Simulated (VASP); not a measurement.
Set up this calculation in VASP 6.6.1, as the native input.

* Task: single point
* Functional: PBE
* Potentials or basis: VASP PAW PBE potentials, release 64 (Mo_sv)
* Cutoff: 520 eV
* k mesh: 18 × 18 × 16
* Occupations: fermi-dirac, width 0.08 eV
* Spin: no spin polarisation
* Dipole correction: no
* Further INCAR settings: ALGO = Normal; EDIFF = 1e-07; NBANDS = 13

The structure of Mo lies in POSCAR:

```
Mo
1.0
    2.7721062491      0.0000000000      0.0000000000
   -1.3860531245      2.4007144337      0.0000000000
    0.0000000000      0.0000000000      2.5241163024
Mo
1
Direct
    0.0000000000      0.0000000000      0.0000000000
```

The input as run:

INCAR

```
SYSTEM = Mo
PREC     = Accurate       ! precision mode
ENCUT    = 520            ! plane-wave cutoff, eV
EDIFF    = 1E-7           ! SCF threshold, eV
ISMEAR   = -1             ! smearing method
SIGMA    = 0.08           ! smearing width, eV
LREAL    = .FALSE.        ! projectors in reciprocal space
LASPH    = .TRUE.         ! aspherical terms in the spheres
NELM     = 100            ! most SCF steps
ALGO     = Normal         ! electronic algorithm
ISIF     = 2              ! what is computed and relaxed
LWAVE    = .FALSE.        ! write WAVECAR
LCHARG   = .TRUE.         ! write CHGCAR
GGA      = PE             ! functional
LELF     = .TRUE.         ! ELF
LVHAR    = .TRUE.       
NBANDS   = 13             ! bands
```

KPOINTS

```
Automatic mesh
0
G
  18 18 16
  0 0 0
```

Potentials or basis: VASP PAW PBE potentials, release 64 (Mo_sv).

The run is started by

```bash
$ cat potpaw_PBE.64/Mo_sv/POTCAR > POTCAR
$ mpirun -np 1 vasp_std > vasp.out
```

It gave:

```yaml
Pressure: 0.5 GPa
Band_gap_on_the_k_mesh: zero (band 7 reaches 12.25 eV, above the bottom of band 8 at 10.43 eV)
```

Wall time 88 s on 1 thread of AMD EPYC 7R43 64-Core Processor (Zen 3), on a shared host, peak memory 0.15 GiB.
